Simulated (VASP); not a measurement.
Wanted: the native input for a VASP 6.6.1 run.

* Task: single point
* Functional: PBE
* Potentials or basis: VASP PAW PBE potentials, release 64 (Li_sv)
* Cutoff: 520 eV
* k mesh: 6 × 6 × 2
* Occupations: gaussian, width 0.1 eV
* Spin: no spin polarisation
* Dipole correction: no
* Further INCAR settings: ALGO = Normal; EDIFF = 1e-06; NBANDS = 14

The structure of Li lies in POSCAR:

```
Li
1.0
    2.2725468902     -2.2485535563      0.0000000000
    2.2725468902      2.2485535563      0.0000000000
    0.0000000000      0.0000000000      7.8118129973
Li
4
Direct
    0.7499128955      0.2500871045      0.1249695742
    0.7500871045      0.2499128955      0.6249695742
    0.2500871045      0.7499128955      0.8750304258
    0.2499128955      0.7500871045      0.3750304258
```

These files were run (other wordings do the same):

INCAR

```
SYSTEM = Li
ALGO = Normal
EDIFF = 1E-6
ENCUT = 520
GGA = PE
ISIF = 2
ISMEAR = 0
LASPH = .True.
LCHARG = .False.
LREAL = .False.
LWAVE = .False.
NBANDS = 14
NELM = 60
PREC = Accurate
SIGMA = 0.1
```

KPOINTS

```
k-points
0
Gamma
  6 6 2
  0 0 0
```

Potentials or basis: VASP PAW PBE potentials, release 64 (Li_sv).

The run is started by

```console
$ cat potpaw_PBE.64/Li_sv/POTCAR > POTCAR
$ mpirun -np 1 vasp_std > vasp.out
```

It gave:

The band gap on the k mesh is zero (band 6 reaches 2.16 eV, above the bottom of band 7 at -1.06 eV).

Caveat: the k points lie up to 0.40 Å⁻¹ apart.

Wall time 13 s on 1 thread of Intel(R) Xeon(R) Platinum 8488C (Sapphire Rapids), on a shared host, peak memory 0.17 GiB.
